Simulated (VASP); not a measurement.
Input of a VASP 6.6.1 run:

INCAR

```
SYSTEM = TiTe2
PREC = Accurate
ENCUT = 520
EDIFF = 1E-6
ISMEAR = 0
SIGMA = 0.01
LREAL = .FALSE.
LASPH = .TRUE.
NELM = 80
ALGO = Normal
ISIF = 2
LWAVE = .FALSE.
LCHARG = .FALSE.
LDIPOL = .TRUE.
IDIPOL = 3
DIPOL = 0.5 0.5 0.291
GGA = PE
NBANDS = 19
```

Contents of KPOINTS:

```
Automatic mesh
0
G
  12 12 1
  0 0 0
```

POSCAR

```
TiTe2
1.0
    3.7477724883      0.0000000000      0.0000000000
   -1.8738862441      3.2456661825      0.0000000000
    0.0000000000      0.0000000000     30.9291448000
Ti Te
1 2
Direct
    0.0000000000      0.0000000000      0.2909876771
    0.3333333333      0.6666666667      0.2332359197
    0.3333333333      0.6666666667      0.3487394345
```

Potentials or basis: VASP PAW PBE potentials, release 64 (Ti_sv, Te).

Command:

```console
$ cat potpaw_PBE.64/Ti_sv/POTCAR potpaw_PBE.64/Te/POTCAR > POTCAR
$ mpirun -np 1 vasp_std > vasp.out
```

Q: Estimate the largest force.

A: 0.015 eV/Å.

Q: What does it give for the band gap on the k mesh?

A: 0.18 eV (least direct gap 0.53 eV).

Forces in eV/Å, atoms in the order of the input:
```
Ti   0.000  0.000  0.000
Te   0.000  0.000 -0.015
Te   0.000  0.000  0.015
```

Caveat: semilocal functionals underestimate gaps, and a narrow one can read as zero; spin-orbit coupling is left out, which moves the levels of the heavy elements.
